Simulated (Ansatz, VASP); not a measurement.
# GaO: VASP beside Ansatz

```xyz
8
Lattice="3.0608 0.0000 0.0000 -1.5304 2.6507 0.0000 0.0000 0.0000 13.3693" Properties=species:S:1:pos:R:3 pbc="T T T"
Ga    0.0000    1.7672    5.4479
Ga    0.0000    1.7672    7.9214
Ga    0.0000    0.0000    1.2368
Ga    0.0000    0.0000   12.1325
O     1.5304    0.8836    1.9645
O     1.5304    0.8836   11.4049
O     0.0000    0.0000    4.7188
O     0.0000    0.0000    8.6505
```

Alike in both runs: functional PBEsol; k mesh 6 × 6 × 2; occupations gaussian, width 0.1 eV; no spin polarisation.

Ansatz relaxed the structure, and its values are those at the end. VASP's run is a single point on that final structure, the one shown.

|  | VASP | Ansatz |
| --- | --- | --- |
| version | VASP 6.6.1 | Ansatz 0.2.0 |
| potentials or method | VASP PAW PBE potentials, release 64 (Ga_d, O), cutoff 520 eV | scalar-relativistic, plane waves, PAW |
| valence electrons in the cell | 76 | 76 |

|  | VASP | Ansatz | Ansatz less VASP |
| --- | --- | --- | --- |
| gap on the k mesh at the Fermi level (eV) | 1.25 | 1.25 | +0.005 |
| least direct gap on the mesh (eV) | 1.34 | 1.34 | +0.003 |
| pressure (GPa) | 0.2 | 0.0 | -0.23 |
| rms of the force components (eV/Å) | 0.015 | 0.006 | -0.0089 |

VASP's potentials were made for PBE, not for PBEsol.
